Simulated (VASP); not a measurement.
# CdF2 (R3m) in VASP: notebook

Runs on CdF2. Level: r2SCAN. Tasks: single point.

Program: VASP 6.6.1. These are calculated values, not measurements. Logs are shortened: lines on timing, memory, paths and dates and some standing lists are left out, and cuts for length are marked.

## 1. The cell of the first run

The structure is trigonal, space group R3m (No. 160). The conventional cell has a = 3.810 Å, b = 3.810 Å, c = 9.332 Å, α = 90.00°, β = 90.00°, γ = 120.00°. Within 2.7 Å of Cd (site symmetry 3m) lie 8 F at 2.03 to 2.63 Å. F (site symmetry 3m) has 4 Cd at 2.25 to 2.63 Å and 6 F at 2.69 Å within 3.0 Å. F (site symmetry 3m) has 4 Cd at 2.03 to 2.45 Å and 6 F at 2.69 Å within 2.7 Å.

## 2. Single point, r2SCAN (all Cd atoms moved -0.300 Å, as atom 1 along Cartesian [1 1 1])

Contents of POSCAR:

```
CdF2
1.0
    0.0000000000      2.6940000000      2.6940000000
    2.6940000000      0.0000000000      2.6940000000
    2.6940000000      2.6940000000      0.0000000000
Cd F
1 2
Direct
   -0.0321464515     -0.0321464515     -0.0321464515
    0.2500000000      0.2500000000      0.2500000000
    0.7500000000      0.7500000000      0.7500000000
```

Contents of INCAR.step1:

```
SYSTEM = CdF2
PREC = Accurate ; ENCUT = 520
ISMEAR = 0 ; SIGMA = 0.05
LREAL = .False. ; LASPH = .True.
NELM = 80 ; NBANDS = 20
GGA = PE ; ALGO = Normal
EDIFF = 1E-4 ; LWAVE = .True.
LCHARG = .False.
```

Contents of INCAR.step2:

```
SYSTEM = CdF2
PREC = Accurate ; ENCUT = 520
EDIFF = 1E-7 ; ISMEAR = 0
SIGMA = 0.05 ; LREAL = .False.
LASPH = .True. ; NELM = 80
ALGO = Normal ; ISIF = 2
LWAVE = .False. ; LCHARG = .False.
METAGGA = R2SCAN ; LMIXTAU = .True.
NBANDS = 20 ; ISTART = 1
```

Contents of KPOINTS:

```
Automatic mesh
0
Gamma
  8 8 8
  0 0 0
```

Potentials or basis: VASP PAW PBE potentials, release 64 (Cd, F).

Run with:

```sh
> cat potpaw_PBE.64/Cd/POTCAR potpaw_PBE.64/F/POTCAR > POTCAR
> cp INCAR.step1 INCAR
> mpirun -np 1 vasp_std > vasp.out
> cp INCAR.step2 INCAR
> mpirun -np 1 vasp_std > vasp.out
```

OUTCAR:

```text
SYSTEM = CdF2
   PREC = Accurate
   ENCUT = 520
   EDIFF = 1E-7
   ISMEAR = 0
   LREAL = .False.
   LASPH = .True.
   NELM = 80
   ISIF = 2
   METAGGA = R2SCAN
   ISTART = 1

 ion  position               nearest neighbor table
   1  0.968  0.968  0.968-   3 2.03   2 2.25   2 2.25   2 2.25   3 2.45   3 2.45   3 2.45   2 2.63

   2  0.250  0.250  0.250-   1 2.25   1 2.25   1 2.25   1 2.63
   3  0.750  0.750  0.750-   1 2.03   1 2.45   1 2.45   1 2.45

  LATTYP: Found a face centered cubic cell.
 ALAT       =     5.3880000000

  Lattice vectors:

 A1 = (   0.0000000000,   2.6940000000,   2.6940000000)
 A2 = (   2.6940000000,   0.0000000000,   2.6940000000)
 A3 = (   2.6940000000,   2.6940000000,   0.0000000000)

Analysis of symmetry for initial positions (statically):
=====================================================================
 Subroutine PRICEL returns:
 Original cell was already a primitive cell.

 Routine SETGRP: Setting up the symmetry group for a
 face centered cubic supercell.

 Subroutine GETGRP returns: Found  6 space group operations
 (whereof  6 operations were pure point group operations)
 out of a pool of 48 trial point group operations.

The static configuration has the point symmetry C_3v.

Analysis of symmetry for dynamics (positions and initial velocities):
=====================================================================
 Subroutine PRICEL returns:
 Original cell was already a primitive cell.

 Routine SETGRP: Setting up the symmetry group for a
 face centered cubic supercell.

 Subroutine GETGRP returns: Found  6 space group operations
 (whereof  6 operations were pure point group operations)
 out of a pool of 48 trial point group operations.

The dynamic configuration has the point symmetry C_3v.

 Subroutine INISYM returns: Found  6 space group operations
 (whereof  6 operations are pure point group operations),
 and found     1 'primitive' translations

----------------------------------------------------------------------------------------

                                     Primitive cell

  volume of cell :      39.1041

  direct lattice vectors                    reciprocal lattice vectors
     0.000000000  2.694000000  2.694000000    -0.185597624  0.185597624  0.185597624
     2.694000000  0.000000000  2.694000000     0.185597624 -0.185597624  0.185597624
     2.694000000  2.694000000  0.000000000     0.185597624  0.185597624 -0.185597624

  length of vectors
     3.809891337  3.809891337  3.809891337     0.321464515  0.321464515  0.321464515

  position of ions in fractional coordinates (direct lattice)
     0.967853549  0.967853549  0.967853549
     0.250000000  0.250000000  0.250000000
     0.750000000  0.750000000  0.750000000

  ion indices of the primitive-cell ions
   primitive index   ion index
                 1           1
                 2           2
                 3           3

----------------------------------------------------------------------------------------

 KPOINTS: Automatic mesh

Automatic generation of k-mesh.
 Grid dimensions read from file:
 generate k-points for:    8    8    8

 Generating k-lattice:

  Cartesian coordinates                     Fractional coordinates (reciprocal lattice)
    -0.023199703  0.023199703  0.023199703     0.125000000  0.000000000  0.000000000
     0.023199703 -0.023199703  0.023199703     0.000000000  0.125000000  0.000000000
     0.023199703  0.023199703 -0.023199703     0.000000000  0.000000000  0.125000000

  Length of vectors
     0.040183064  0.040183064  0.040183064

  Shift w.r.t. Gamma in fractional coordinates (k-lattice)
     0.000000000  0.000000000  0.000000000

 Subroutine IBZKPT returns following result:
 ===========================================

 Found     65 irreducible k-points:

 Following reciprocal coordinates:
            Coordinates               Weight
  0.000000  0.000000  0.000000      1.000000
  0.125000  0.000000  0.000000      6.000000
  0.125000  0.125000  0.125000      2.000000
  0.250000  0.000000  0.000000      6.000000
  0.250000  0.250000  0.250000      2.000000
  0.375000  0.000000  0.000000      6.000000
[... 16 lines left out ...]
 -0.250000  0.125000  0.000000     12.000000
  0.125000  0.125000  0.375000      6.000000
 [... further k-points ...]
   k-points           NKPTS =     65   k-points in BZ     NKDIM =     65   number of bands    NBANDS=     20
   number of dos      NEDOS =    301   number of ions     NIONS =      3
   total plane-waves  NPLWV =  21952
   dimension x,y,z NGX =    28 NGY =   28 NGZ =   28
   dimension x,y,z NGXF=    56 NGYF=   56 NGZF=   56
   ions per type =               1   2
   NGX,Y,Z   is equivalent  to a cutoff of  12.22, 12.22, 12.22 a.u.
   NGXF,Y,Z  is equivalent  to a cutoff of  24.44, 24.44, 24.44 a.u.
 SYSTEM =  CdF2
   PREC   = accura    normal or accurate (medium, high low for compatibility)
   ISTART =      1    job   : 0-new  1-cont  2-samecut
   ICHARG =      0    charge: 1-file 2-atom 10-const
   ISPIN  =      1    spin polarized calculation?
   LNONCOLLINEAR =      F non collinear calculations
   LSORBIT =      F    spin-orbit coupling
   LASPH  =      T    aspherical Exc in radial PAW
   ENCUT  =  520.0 eV  38.22 Ry    6.18 a.u.   7.08  7.08  7.08*2*pi/ulx,y,z
   NELM   =     80;   NELMIN=  2; NELMDL=  0     # of ELM steps
   EDIFF  = 0.1E-06   stopping-criterion for ELM
   LREAL  =      F    real-space projection
   EDIFFG = 0.1E-05   stopping-criterion for IOM
   NSW    =      0    number of steps for IOM
   IBRION =     -1    ionic relax: 0-MD 1-quasi-New 2-CG
   NFREE  =      0    steps in history (QN), initial steepest desc. (CG)
   ISIF   =      2    stress and relaxation
   ISYM   =      2    0-nonsym 1-usesym 2-fastsym
   POTIM  = 0.5000    time-step for ionic-motion
   TEBEG  =    0.0;   TEEND  =   0.0 temperature during run
   PSTRESS=    0.0 pullay stress
   NELECT =      26.0000    total number of electrons
   NUPDOWN=      -1.0000    fix difference up-down
   EMIN   =  10.00;   EMAX   =-10.00  energy-range for DOS
   EFERMI =   0.00;   METHOD = LEGACY
   ISMEAR =     0;   SIGMA  =   0.05  broadening in eV -4-tet -1-fermi 0-gaus
   EFERMI_NEDOS =   21; number of points for ismear=-14 and -15
   IALGO  =     38    algorithm
   IMIX   =      4    mixing-type and parameters
     AMIX     =   0.40;   BMIX     =  1.00
     AMIX_MAG =   1.60;   BMIX_MAG =  1.00
  volume/ion in A,a.u.               =      13.03        87.96
  Fermi-wavevector in a.u.,A,eV,Ry     =   1.428867  2.700166 27.778468  2.041660
  Thomas-Fermi vector in A             =   2.548882
   LORBIT       =      0    0 simple, 1 ext, 2 COOP (PROOUT), +10 PAW based schemes
   METAGGA = R2SCAN    functional components
   LHFCALC =     F    Hartree Fock is set to
   AEXX    =    0.0000 exact exchange contribution
   IVDW    =     0    specifies the selected vdW correction
   LEPSILON=     F    determine dielectric tensor
   LRPA    =     F    only Hartree local field effects (RPA)
 non-spin polarized calculation
 Gauss-broadening in eV      SIGMA  =   0.05
  energy-cutoff  :      520.00
  volume of cell :       39.10
 maximum number of plane-waves:      1067
   NGX = 15   NGY = 15   NGZ = 15

 number of electron      25.9999979 magnetization

 Free energy of the ion-electron system (eV)
  ---------------------------------------------------
  ext. energy  EPLUGINS =         0.00000000
  ---------------------------------------------------
  free energy    TOTEN  =       -33.39240910 eV

  energy without entropy =      -33.39240910  energy(sigma->0) =      -33.39240910

 E-fermi :  -1.6061     XC(G=0): -11.0271

 val. band max:       -1.8359184528   @ k =   0.5000   0.5000   0.0000
 cond. band min:       1.9116962301   @ k =   0.0000   0.0000   0.0000
 fundamental gap:      3.7476146830
 Fermi energy:        -1.6060746356

 k-point     1 :       0.0000    0.0000    0.0000
  band No.  band energies     occupation
      1     -23.8960      2.00000
      2     -22.8642      2.00000
      3      -7.5669      2.00000
      4      -7.5112      2.00000
      5      -7.5112      2.00000
      6      -6.3421      2.00000
[... 12 lines left out ...]
     19      18.6725      0.00000
     20      18.6725      0.00000

 k-point     2 :       0.1250    0.0000    0.0000
  band No.  band energies     occupation
      1     -23.8496      2.00000
      2     -22.9025      2.00000
      3      -7.6495      2.00000
      4      -7.4467      2.00000
      5      -7.2146      2.00000
      6      -6.3600      2.00000
[... 12 lines left out ...]
     19      18.3580      0.00000
     20      18.4935      0.00000

 k-point     3 :       0.1250    0.1250    0.1250
  band No.  band energies     occupation
      1     -23.8487      2.00000
      2     -22.9036      2.00000
      3      -7.4531      2.00000
      4      -7.4531      2.00000
      5      -7.4201      2.00000
      6      -6.3502      2.00000
[... 12 lines left out ...]
     19      18.3207      0.00000
     20      18.3207      0.00000

 k-point     4 :       0.2500    0.0000    0.0000
  band No.  band energies     occupation
      1     -23.7250      2.00000
      2     -23.0099      2.00000
      3      -7.5798      2.00000
      4      -7.2963      2.00000
      5      -6.7237      2.00000
      6      -6.3749      2.00000
[... 12 lines left out ...]
     19      17.7737      0.00000
     20      18.7709      0.00000

 k-point     5 :       0.2500    0.2500    0.2500
  band No.  band energies     occupation
      1     -23.7219      2.00000
      2     -23.0130      2.00000
      3      -7.3243      2.00000
      4      -7.3243      2.00000
      5      -7.0369      2.00000
      6      -6.3346      2.00000
[... 12 lines left out ...]
     19      17.6854      0.00000
     20      18.7101      0.00000
[... 353 lines left out ...]
      6      -6.3581      2.00000
[... 12 lines left out ...]
     19      17.0612      0.00000
     20      19.8622      0.00000

 k-point    22 :      -0.3750    0.5000   -0.3750
  band No.  band energies     occupation
      1     -23.4730      2.00000
      2     -23.2291      2.00000
      3      -7.1975      2.00000
      4      -7.1187      2.00000
      5      -6.4798      2.00000
      6      -6.3017      2.00000
[... 12 lines left out ...]
     19      16.9769      0.00000
     20      19.9527      0.00000

 k-point    23 :      -0.2500    0.1250    0.0000
  band No.  band energies     occupation
      1     -23.6437      2.00000
      2     -23.0773      2.00000
      3      -7.5079      2.00000
      4      -7.2012      2.00000
      5      -6.4880      2.00000
      6      -6.4030      2.00000
[... 12 lines left out ...]
     19      17.1952      0.00000
     20      19.8577      0.00000

 k-point    24 :       0.1250    0.1250    0.3750
  band No.  band energies     occupation
      1     -23.6413      2.00000
      2     -23.0799      2.00000
      3      -7.4287      2.00000
      4      -7.1718      2.00000
      5      -6.5908      2.00000
      6      -6.4659      2.00000
[... 12 lines left out ...]
     19      17.0401      0.00000
     20      19.9887      0.00000

 [... further k-points ...]

------------------------ aborting loop because EDIFF is reached ----------------------------------------

  FORCE on cell =-STRESS in cart. coord.  units (eV):
  Direction    XX          YY          ZZ          XY          YZ          ZX
  --------------------------------------------------------------------------------------
  -------------------------------------------------------------------------------------
  Total        1.7172593      1.7172593      1.7172593      1.0167159      1.0167159      1.0167159
  in kB       70.3596513     70.3596513     70.3596513     41.6569448     41.6569448     41.6569448
  external PRESSURE =      70.3596513 kB  Pullay stress =       0.0000000 kB

 VOLUME and BASIS-vectors are now :
 -----------------------------------------------------------------------------
  energy-cutoff  :      520.00
  volume of cell :       39.10
      direct lattice vectors                 reciprocal lattice vectors
     0.000000000  2.694000000  2.694000000    -0.185597624  0.185597624  0.185597624
     2.694000000  0.000000000  2.694000000     0.185597624 -0.185597624  0.185597624
     2.694000000  2.694000000  0.000000000     0.185597624  0.185597624 -0.185597624

 POSITION                                       TOTAL-FORCE (eV/Angst)
 -----------------------------------------------------------------------------------
      5.21479      5.21479      5.21479         1.505943      1.505943      1.505943
      1.34700      1.34700      1.34700        -0.217871     -0.217871     -0.217871
      4.04100      4.04100      4.04100        -1.288073     -1.288073     -1.288073
 -----------------------------------------------------------------------------------
    total drift:                                0.001647      0.001647      0.001647

  FREE ENERGIE OF THE ION-ELECTRON SYSTEM (eV)
  ---------------------------------------------------
  free  energy   TOTEN  =       -33.3924091002 eV

  energy  without entropy=      -33.3924091002  energy(sigma->0) =      -33.39240910
```

Run time: 4.4 min. Hardware: 1 thread of Intel Xeon 8259CL, shared host; peak memory 0.2 GiB.

Results:

| Property | Result |
| --- | --- |
| Free energy | -33.3924 eV |
| Pressure | 7.0 GPa |
| Largest force | 2.608 eV/Å |
| Band gap on the k mesh | 3.75 eV (least direct gap 4.24 eV) |

Forces on the atoms (eV/Å):
```
Cd   1.506  1.506  1.506
F   -0.218 -0.218 -0.218
F   -1.288 -1.288 -1.288
```

Stress tensor (GPa, compression positive):
```
7.04 4.17 4.17
4.17 7.04 4.17
4.17 4.17 7.04
```

Levels at points of the mesh, in eV from the valence-band top:
```csv
k point,band 11,band 12,band 13,band 14,band 15,band 16
"(0.00, 0.00, 0.00)",-0.55,-0.55,-0.49,3.75,13.65,13.65
"(0.50, 0.00, 0.00)",-1.65,-0.47,-0.35,7.93,9.66,15.61
"(0.50, 0.50, 0.50)",-1.85,-0.45,-0.45,7.93,9.82,15.61
"(0.50, 0.50, 0.00)",-0.45,-0.29,0.00,8.79,10.57,12.04
```

Caveat: the cell differs from its parent crystal (all Cd atoms moved -0.300 Å, as atom 1 along Cartesian [1 1 1]); the cell stands under pressure; the PAW data sets were made with another functional, which shifts forces and pressure a little. A k mesh can miss the band edges.

## 3. Single point, r2SCAN (all Cd atoms moved +0.225 Å, as atom 1 along Cartesian [1 1 1])

POSCAR: that of step 2 with these lines changed.

```diff
@@ -8,3 +8,3 @@
 Direct
-   -0.0321464515     -0.0321464515     -0.0321464515
+    0.0241098386      0.0241098386      0.0241098386
     0.2500000000      0.2500000000      0.2500000000
```

Contents of INCAR.step1:

```
PREC = Accurate ; ENCUT = 520
ISMEAR = 0 ; SIGMA = 0.05
LREAL = False ; LASPH = True
NELM = 60 ; NBANDS = 20
GGA = PE ; ALGO = Normal
EDIFF = 1E-4 ; LWAVE = True
LCHARG = False
```

Contents of INCAR.step2:

```
PREC = Accurate ; ENCUT = 520
EDIFF = 1E-7 ; ISMEAR = 0
SIGMA = 0.05 ; LREAL = False
LASPH = True ; NELM = 60
ALGO = Normal ; ISIF = 2
LWAVE = False ; LCHARG = False
METAGGA = R2SCAN ; LMIXTAU = True
NBANDS = 20 ; ISTART = 1
```

Contents of KPOINTS:

```
Automatic mesh
0
Gamma
  8 8 8
```

Potentials or basis: VASP PAW PBE potentials, release 64 (Cd, F).

Run with:

```sh
> cat potpaw_PBE.64/Cd/POTCAR potpaw_PBE.64/F/POTCAR > POTCAR
> cp INCAR.step1 INCAR
> mpirun -np 1 vasp_std > vasp.out
> cp INCAR.step2 INCAR
> mpirun -np 1 vasp_std > vasp.out
```

OUTCAR:

```text
PREC = Accurate
   ENCUT = 520
   EDIFF = 1E-7
   ISMEAR = 0
   LREAL = False
   LASPH = True
   NELM = 60
   ISIF = 2
   METAGGA = R2SCAN
   ISTART = 1

 ion  position               nearest neighbor table
   1  0.024  0.024  0.024-   2 2.11   3 2.27   3 2.27   3 2.27   2 2.42   2 2.42   2 2.42   3 2.56

   2  0.250  0.250  0.250-   1 2.11   1 2.42   1 2.42   1 2.42
   3  0.750  0.750  0.750-   1 2.27   1 2.27   1 2.27   1 2.56
[... 748 lines left out ...]

  FORCE on cell =-STRESS in cart. coord.  units (eV):
  Direction    XX          YY          ZZ          XY          YZ          ZX
  --------------------------------------------------------------------------------------
  -------------------------------------------------------------------------------------
  Total        1.0399228      1.0399228      1.0399228      0.5324884      0.5324884      0.5324884
  in kB       42.6077821     42.6077821     42.6077821     21.8171454     21.8171454     21.8171454
  external PRESSURE =      42.6077821 kB  Pullay stress =       0.0000000 kB

 VOLUME and BASIS-vectors are now :
 -----------------------------------------------------------------------------
  energy-cutoff  :      520.00
  volume of cell :       39.10
      direct lattice vectors                 reciprocal lattice vectors
     0.000000000  2.694000000  2.694000000    -0.185597624  0.185597624  0.185597624
     2.694000000  0.000000000  2.694000000     0.185597624 -0.185597624  0.185597624
     2.694000000  2.694000000  0.000000000     0.185597624  0.185597624 -0.185597624

 POSITION                                       TOTAL-FORCE (eV/Angst)
 -----------------------------------------------------------------------------------
      0.12990      0.12990      0.12990        -0.962669     -0.962669     -0.962669
      1.34700      1.34700      1.34700         0.760970      0.760970      0.760970
      4.04100      4.04100      4.04100         0.201699      0.201699      0.201699
 -----------------------------------------------------------------------------------
    total drift:                               -0.001019     -0.001019     -0.001019

  FREE ENERGIE OF THE ION-ELECTRON SYSTEM (eV)
  ---------------------------------------------------
  free  energy   TOTEN  =       -33.5507758513 eV

  energy  without entropy=      -33.5507758513  energy(sigma->0) =      -33.55077585
```

OUTCAR.step1:

```text
PREC = Accurate
   ENCUT = 520
   ISMEAR = 0
   LREAL = False
   LASPH = True
[... 777 lines left out ...]
      0.12990      0.12990      0.12990        -0.956263     -0.956263     -0.956263
      1.34700      1.34700      1.34700         0.754702      0.754702      0.754702
      4.04100      4.04100      4.04100         0.201561      0.201561      0.201561
 -----------------------------------------------------------------------------------
    total drift:                                0.000422      0.000422      0.000422

  FREE ENERGIE OF THE ION-ELECTRON SYSTEM (eV)
  ---------------------------------------------------
  free  energy   TOTEN  =       -10.6918479731 eV

  energy  without entropy=      -10.6918479731  energy(sigma->0) =      -10.69184797
```

Wall time 4.7 min (1 thread of Intel Xeon 8259CL, shared host); peak memory 0.2 GiB.

What came out:

| Property | Result |
| --- | --- |
| Free energy | -33.5508 eV |
| Pressure | 4.3 GPa |
| Largest force | 1.667 eV/Å |
| Band gap on the k mesh | 3.79 eV (least direct gap 4.26 eV) |

Forces in eV/Å, atoms in the order of the input:
```
Cd  -0.963 -0.963 -0.963
F    0.761  0.761  0.761
F    0.202  0.202  0.202
```

Levels at points of the mesh, in eV from the valence-band top:
| k point | band 11 | band 12 | band 13 | band 14 | band 15 | band 16 |
| --- | --- | --- | --- | --- | --- | --- |
| (0.00, 0.00, 0.00) | -0.49 | -0.49 | -0.47 | 3.79 | 13.67 | 13.67 |
| (0.50, 0.00, 0.00) | -1.70 | -0.40 | -0.34 | 7.99 | 9.72 | 15.65 |
| (0.50, 0.50, 0.50) | -1.81 | -0.39 | -0.39 | 8.00 | 9.81 | 15.65 |
| (0.50, 0.50, 0.00) | -0.42 | -0.17 | -0.02 | 8.87 | 10.60 | 12.14 |

Caveat: the cell differs from its parent crystal (all Cd atoms moved +0.225 Å, as atom 1 along Cartesian [1 1 1]); the cell stands under pressure; the PAW data sets were made with another functional, which shifts forces and pressure a little.

[end of part 1 of 3]
